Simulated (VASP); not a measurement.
KI, 2 atoms in the cell. The structure is cubic, space group Fm-3m (No. 225). The conventional cell has a = 7.066 Å, b = 7.066 Å, c = 7.066 Å, α = 90.00°, β = 90.00°, γ = 90.00°. I (site symmetry m-3m) has 6 K at 3.53 Å within 4.6 Å. Within 4.6 Å of K (site symmetry m-3m) lie 6 I at 3.53 Å. 

* Program: VASP 6.6.1
* Task: single point
* Functional: PBE0
* Potentials or basis: VASP PAW PBE potentials, release 64 (I, K_sv)
* Cutoff: 520 eV
* k mesh: 4 × 4 × 4
* Occupations: fermi-dirac, width 0.05 eV
* Spin: no spin polarisation
* Dipole correction: no
* Grid for exact exchange (PRECFOCK): Normal
* Further INCAR settings: ALGO = Normal; EDIFF = 1e-06; NBANDS = 15
* Share of exact exchange: 0.25

Potentials or basis: VASP PAW PBE potentials, release 64 (I, K_sv).

Command:

```console
$ cat potpaw_PBE.64/I/POTCAR potpaw_PBE.64/K_sv/POTCAR > POTCAR
$ cp INCAR.step1 INCAR
$ mpirun -np 1 vasp_std > vasp.out
$ cp INCAR.step2 INCAR
$ mpirun -np 1 vasp_std > vasp.out
```

Hardware: 1 thread of AMD EPYC 7R43 64-Core Processor (Zen 3), with other jobs on the host.

Problem. How long does it take, and how much memory?

Solution. It took 17 min on 1 thread of AMD EPYC 7R43 64-Core Processor (Zen 3), with other jobs on the host, peak memory 0.21 GiB. Counts: k points 8.
